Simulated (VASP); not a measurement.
A run of VASP 6.6.1 is set up as follows.

POSCAR

```
MnO
1.0
    0.0000000000      2.2220003300      2.2220003300
    2.2220003300      0.0000000000      2.2220003300
    2.2220003300      2.2220003300      0.0000000000
Mn O
1 1
Direct
    0.0000000000      0.0000000000      0.0000000000
    0.5000000000      0.5000000000      0.5000000000
```

The input INCAR.step1:

```
  ALGO = Normal
  EDIFF = 1E-6
  ENCUT = 520
  GGA = PE
  ISIF = 2
  ISMEAR = -1
  ISPIN = 2
  LASPH = True
  LCHARG = True
  LDAU = True
  LDAUJ = 0 0
  LDAUL = 2 -1
  LDAUPRINT = 1
  LDAUTYPE = 2
  LDAUU = 2 0
  LMAXMIX = 4
  LREAL = False
  LWAVE = False
  MAGMOM = 4 0
  NBANDS = 20
  NELM = 150
  PREC = Accurate
  SIGMA = 0.05
```

KPOINTS.step1

```
k-points
0
Gamma
  10 10 10
```

File INCAR.step2:

```
  ALGO = Normal
  EDIFF = 1E-6
  ENCUT = 520
  GGA = PE
  ICHARG = 11
  ISIF = 2
  ISMEAR = -5
  ISPIN = 2
  LASPH = True
  LCHARG = False
  LDAU = True
  LDAUJ = 0 0
  LDAUL = 2 -1
  LDAUPRINT = 1
  LDAUTYPE = 2
  LDAUU = 2 0
  LMAXMIX = 4
  LORBIT = 11
  LREAL = False
  LWAVE = False
  MAGMOM = 4 0
  NEDOS = 2001
  NELM = 150
  PREC = Accurate
  SIGMA = 0.05
```

Contents of KPOINTS.step2:

```
k-points
0
Gamma
  15 15 15
```

Potentials or basis: VASP PAW PBE potentials, release 64 (Mn_pv, O).

Command:

```bash
$ cat potpaw_PBE.64/Mn_pv/POTCAR potpaw_PBE.64/O/POTCAR > POTCAR
$ cp INCAR.step1 INCAR
$ cp KPOINTS.step1 KPOINTS
$ mpirun -np 1 vasp_std > vasp.out
$ cp INCAR.step2 INCAR
$ cp KPOINTS.step2 KPOINTS
$ mpirun -np 1 vasp_std > vasp.out
```

Problem. Estimate the site moments.

Solution. Mn +4.56; O +0.20 μB.

Problem. Predict the net moment.

Solution. 5.00 μB per cell.

Eigenvalues of the final occupation matrices:
| site | spin | trace | eigenvalues |
| --- | --- | --- | --- |
| site 1 d | 1 | 4.75 | 0.93 0.93 0.93 0.97 0.97 |
| site 1 d | 2 | 0.24 | 0.02 0.02 0.02 0.08 0.08 |

Caveat: a cell with one magnetic atom can't hold antiferromagnetic order, which such compounds often take. The state reached can hang on the start; a lower one may exist.
